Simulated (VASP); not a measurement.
Runs of VASP 6.6.1 on Sn. The structure is that of space group Im-3m (No. 229), or close to it. The cells are those of the table. 

```csv
task,cell,k mesh,cutoff (eV),gap on the mesh (eV),pressure (GPa),relaxed volume (Å³/atom)
relaxation of cell and atoms,"relaxed from a = 3.239 Å, angles 110.1, 110.1, 108.3°, 1 atom",20 × 20 × 20,600,none,0.0,26.06
single point,"a = 3.713, b = 3.240, c = 3.239 Å, angles 69.9, 55.1, 55.0°, 1 atom",6 × 6 × 6,520,none,-0.1,-
single point,"a = 3.234 Å, angles 109.5°, 1 atom",20 × 20 × 20,520,none,0.0,-
relaxation of cell and atoms,"relaxed from a = 3.282 Å, angles 109.5°, 1 atom",20 × 20 × 20,600,none,0.0,(a)
```

Alike in all rows: level PBEsol; potentials or basis VASP PAW PBE potentials, release 64 (Sn_d); no spin polarisation; smearing gaussian 0.1 eV.

Task: Fill in the values left out.

Result: (a) 26.04.

Caveats: some runs use coarse meshes; the PAW data sets were made with another functional, which shifts forces and pressure a little; spin-orbit coupling is left out, which moves the levels of the heavy elements.

A k mesh can miss the band edges, and the runs leave out spin-orbit coupling on Sn.

A gap of «none» marks levels without a gap at the run's occupations.
